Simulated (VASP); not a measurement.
Here is a VASP 6.6.1 calculation.

INCAR

```
  PREC = Accurate
  ENCUT = 520
  EDIFF = 1E-6
  ISMEAR = 0
  SIGMA = 0.01
  LREAL = F
  LASPH = T
  NELM = 80
  ALGO = Normal
  ISIF = 2
  LWAVE = F
  LCHARG = F
  GGA = PS
  NBANDS = 9
```

File KPOINTS:

```
Automatic mesh
0
Gamma
  10 10 10
```

The input POSCAR:

```
LiH
1.0
    0.0000000000      1.9900925197      1.9900925197
    1.9900925197      0.0000000000      1.9900925197
    1.9900925197      1.9900925197      0.0000000000
Li H
1 1
Direct
    0.0000000000      0.0000000000      0.0000000000
    0.5000000000      0.5000000000      0.5000000000
```

Potentials or basis: VASP PAW PBE potentials, release 64 (Li_sv, H).

Launch:

```bash
$ cat potpaw_PBE.64/Li_sv/POTCAR potpaw_PBE.64/H/POTCAR > POTCAR
$ mpirun -np 1 vasp_std > vasp.out
```

Question: What does it give for the band gap on the k mesh?

Answer: 2.73 eV, direct.

 Expect the measured gap to be larger: semilocal functionals such as PBEsol lack the derivative discontinuity.
